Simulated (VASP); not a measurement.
# SrTiO3 (Imma) in VASP: further runs, part 2 of 2

VASP 6.6.1. The steps go on from the part before.

### 3 Single point, PBEsol

INCAR

```
PREC = Accurate
ENCUT = 520
EDIFF = 1E-6
ISMEAR = 0
SIGMA = 0.05
LREAL = F
LASPH = T
NELM = 80
ALGO = Normal
ISIF = 2
LWAVE = F
LCHARG = T
GGA = PS
LELF = T
LVHAR = T
NBANDS = 51
```

KPOINTS

```
Automatic mesh
0
Gamma
  6 6 6
```

POSCAR

```
SrTiO3
1.0
   -3.8911201354      0.0000000000     -3.8911201354
    0.0000000000     -3.8911201354     -3.8911201354
   -3.8911201354     -3.8911201354      0.0000000000
Sr Ti O
2 2 6
Direct
    0.0000000000      0.0000000000      0.0000000000
    0.5000000000      0.5000000000      0.5000000000
    0.2500000000      0.2500000000      0.2500000000
    0.7500000000      0.7500000000      0.7500000000
    0.4852349904     -0.0147650096      0.5147650096
    0.0147650096      0.5147650096     -0.0147650096
    0.5147650096      0.0147650096     -0.0147650096
   -0.0147650096      0.4852349904      0.5147650096
    0.5000000000      0.5000000000      0.0295300191
    1.0000000000      1.0000000000      0.4704699809
```

Potentials or basis: VASP PAW PBE potentials, release 64 (Sr_sv, Ti_sv, O).

The run is started by

```sh
$ cat potpaw_PBE.64/Sr_sv/POTCAR potpaw_PBE.64/Ti_sv/POTCAR potpaw_PBE.64/O/POTCAR > POTCAR
$ mpirun -np 1 vasp_std > vasp.out
```

OUTCAR:

```text
PREC = Accurate
   ENCUT = 520
   EDIFF = 1E-6
   ISMEAR = 0
   LREAL = F
   LASPH = T
   NELM = 80
   ISIF = 2
   GGA = PS

 ion  position               nearest neighbor table
   1  0.000  0.000  0.000-  10 2.59   6 2.67   7 2.67   8 2.67   5 2.67   9 2.76   9 2.76   8 2.83
                             6 2.83   5 2.83   7 2.83  10 2.91   3 3.37   4 3.37   4 3.37   3 3.37
   2  0.500  0.500  0.500-   9 2.59   6 2.67   7 2.67   8 2.67   5 2.67  10 2.76  10 2.76   5 2.83
                             7 2.83   8 2.83   6 2.83   9 2.91   4 3.37   4 3.37   4 3.37   3 3.37
   3  0.250  0.250  0.250-   5 1.95   6 1.95   7 1.95   8 1.95   9 1.95  10 1.95   1 3.37   1 3.37
                             1 3.37   2 3.37   1 3.37   2 3.37   2 3.37   2 3.37
   4  0.750  0.750  0.750-   5 1.95   6 1.95   7 1.95   8 1.95   9 1.95  10 1.95   2 3.37   2 3.37
                             1 3.37   2 3.37   2 3.37   1 3.37   1 3.37   1 3.37
   5  0.485  0.985  0.515-   3 1.95   4 1.95   1 2.67   2 2.67   1 2.83   2 2.83
   6  0.015  0.515  0.985-   3 1.95   4 1.95   1 2.67   2 2.67   1 2.83   2 2.83
   7  0.515  0.015  0.985-   3 1.95   4 1.95   1 2.67   2 2.67   2 2.83   1 2.83
   8  0.985  0.485  0.515-   3 1.95   4 1.95   1 2.67   2 2.67   2 2.83   1 2.83
   9  0.500  0.500  0.030-   3 1.95   4 1.95   2 2.59   1 2.76   1 2.76   2 2.91
[... 1510 lines left out ...]

  FORCE on cell =-STRESS in cart. coord.  units (eV):
  Direction    XX          YY          ZZ          XY          YZ          ZX
  --------------------------------------------------------------------------------------
  -------------------------------------------------------------------------------------
  Total        0.4298844      0.4298844      0.0182058      0.2167082      0.0000000      0.0000000
  in kB        5.8453202      5.8453202      0.2475525      2.9466738      0.0000000      0.0000000
  external PRESSURE =       3.9793976 kB  Pullay stress =       0.0000000 kB

 VOLUME and BASIS-vectors are now :
 -----------------------------------------------------------------------------
  energy-cutoff  :      520.00
  volume of cell :      117.83
      direct lattice vectors                 reciprocal lattice vectors
    -3.891120135  0.000000000 -3.891120135    -0.128497703  0.128497703 -0.128497703
     0.000000000 -3.891120135 -3.891120135     0.128497703 -0.128497703 -0.128497703
    -3.891120135 -3.891120135  0.000000000    -0.128497703 -0.128497703  0.128497703

 POSITION                                       TOTAL-FORCE (eV/Angst)
 -----------------------------------------------------------------------------------
      0.00000      0.00000      0.00000         0.019233      0.019233      0.000000
     -3.89112     -3.89112     -3.89112        -0.019233     -0.019233     -0.000000
     -1.94556     -1.94556     -1.94556         0.000000      0.000000     -0.000000
     -5.83668     -5.83668     -5.83668         0.000000      0.000000     -0.000000
     -3.89112     -5.83668     -5.72178         0.000000      0.000000      0.012751
     -3.89112     -5.83668     -2.06046         0.000000      0.000000     -0.012751
     -5.83668     -3.89112     -2.06046         0.000000      0.000000     -0.012751
     -5.83668     -3.89112     -5.72178         0.000000      0.000000      0.012751
     -2.06046     -2.06046     -3.89112         0.007250      0.007250     -0.000000
     -1.83066     -1.83066      0.00000        -0.007250     -0.007250      0.000000
 -----------------------------------------------------------------------------------
    total drift:                                0.000000      0.000000     -0.000000

  FREE ENERGIE OF THE ION-ELECTRON SYSTEM (eV)
  ---------------------------------------------------
  free  energy   TOTEN  =       -84.0421451443 eV

  energy  without entropy=      -84.0421451443  energy(sigma->0) =      -84.04214514
```

OSZICAR:

```text
N       E                     dE             d eps       ncg     rms          rms(c)
DAV:   1     0.100045932422E+04    0.10005E+04   -0.40750E+04  4692   0.175E+03
DAV:   2     0.553688567010E+02   -0.94509E+03   -0.88333E+03  5022   0.506E+02
DAV:   3    -0.944318928033E+02   -0.14980E+03   -0.14649E+03  6131   0.188E+02
DAV:   4    -0.102947103554E+03   -0.85152E+01   -0.84958E+01  7096   0.433E+01
DAV:   5    -0.103343084778E+03   -0.39598E+00   -0.39561E+00  6541   0.761E+00    0.389E+01
DAV:   6    -0.836981247491E+02    0.19645E+02   -0.10023E+02  6833   0.704E+01    0.232E+01
DAV:   7    -0.841999272855E+02   -0.50180E+00   -0.17173E+01  6326   0.229E+01    0.165E+01
DAV:   8    -0.842476826490E+02   -0.47755E-01   -0.34045E+00  6450   0.152E+01    0.457E+00
DAV:   9    -0.840507654651E+02    0.19692E+00   -0.81973E-01  6397   0.797E+00    0.140E+00
DAV:  10    -0.840752301440E+02   -0.24465E-01   -0.37348E-01  5752   0.291E+00    0.156E+00
DAV:  11    -0.840417239106E+02    0.33506E-01   -0.11144E-01  6334   0.242E+00    0.226E-01
DAV:  12    -0.840421725627E+02   -0.44865E-03   -0.11328E-02  5944   0.536E-01    0.118E-01
DAV:  13    -0.840421038185E+02    0.68744E-04   -0.80518E-04  7404   0.199E-01    0.536E-02
DAV:  14    -0.840421644781E+02   -0.60660E-04   -0.21870E-04  5805   0.846E-02    0.457E-02
DAV:  15    -0.840421444188E+02    0.20059E-04   -0.97999E-05  7687   0.623E-02    0.132E-02
DAV:  16    -0.840421451541E+02   -0.73530E-06   -0.15176E-05  5818   0.187E-02    0.395E-03
DAV:  17    -0.840421451443E+02    0.98244E-08   -0.73581E-07  2873   0.602E-03
   1 F= -.84042145E+02 E0= -.84042145E+02  d E =-.167820E-28
```

stdout:

```text
POSCAR found type information on POSCAR SrTiO
 POSCAR found :  3 types and      10 ions
 scaLAPACK will be used
 -----------------------------------------------------------------------------
|                                                                             |
|                                                                             |
|     You enforced a specific xc type in the INCAR file but a different       |
|     I HOPE YOU KNOW WHAT YOU ARE DOING!                                     |
|                                                                             |
 -----------------------------------------------------------------------------

 LDA part: xc-table for (Slater+PW92), standard interpolation
 POSCAR, INCAR and KPOINTS ok, starting setup
 FFT: planning ... GRIDC
 FFT: planning ... GRID_SOFT
 FFT: planning ... GRID
 WAVECAR not read
 entering main loop
```

It took 8.8 min on 1 thread of Intel Xeon Platinum 8488C (Sapphire Rapids), shared host; peak memory 0.39 GiB.

What came out:

```
Free energy            : -84.0421 eV
Pressure               : 0.4 GPa
Largest force          : 0.027 eV/Å
Band gap on the k mesh : 1.90 eV
```

Forces in eV/Å, atoms in the order of the input:
```
Sr   0.019  0.019  0.000
Sr  -0.019 -0.019  0.000
Ti   0.000  0.000  0.000
Ti   0.000  0.000  0.000
O    0.000  0.000  0.013
O    0.000  0.000 -0.013
O    0.000  0.000 -0.013
O    0.000  0.000  0.013
O    0.007  0.007  0.000
O   -0.007 -0.007  0.000
```

Stress tensor (GPa, compression positive):
```
0.58 0.29 0.00
0.29 0.58 0.00
0.00 0.00 0.02
```

Caveat: the PAW data sets were made with another functional, which shifts forces and pressure a little. A k mesh can miss the band edges.
